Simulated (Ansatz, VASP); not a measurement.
**GaN in VASP and in Ansatz**

```xyz
2
Lattice="0.0000 2.2075 2.2075 2.2075 0.0000 2.2075 2.2075 2.2075 0.0000" Properties=species:S:1:pos:R:3 pbc="T T T"
Ga    0.0000    0.0000    0.0000
N     1.1037    1.1037    1.1037
```

Alike in both runs: task single point; functional PBEsol; dispersion D3(BJ); k mesh 10 × 10 × 10; occupations fermi-dirac, width 0.05 eV; no spin polarisation.

|  | VASP | Ansatz |
| --- | --- | --- |
| version | VASP 6.6.1 | Ansatz 0.2.0 |
| potentials or method | VASP PAW PBE potentials, release 64 (Ga_d, N) | Ansatz PAW |
| plane-wave cutoff (eV) | 520 | 420 |
| valence electrons in the cell | 18 | 18 |

```tsv
	VASP	Ansatz	Ansatz less VASP
gap on the k mesh at the Fermi level (eV)	2.08	2.06	-0.022
least direct gap on the mesh (eV)	2.08	2.06	-0.022
pressure (GPa)	8.1	8.4	+0.27
```

VASP's potentials were made for PBE, not for PBEsol.
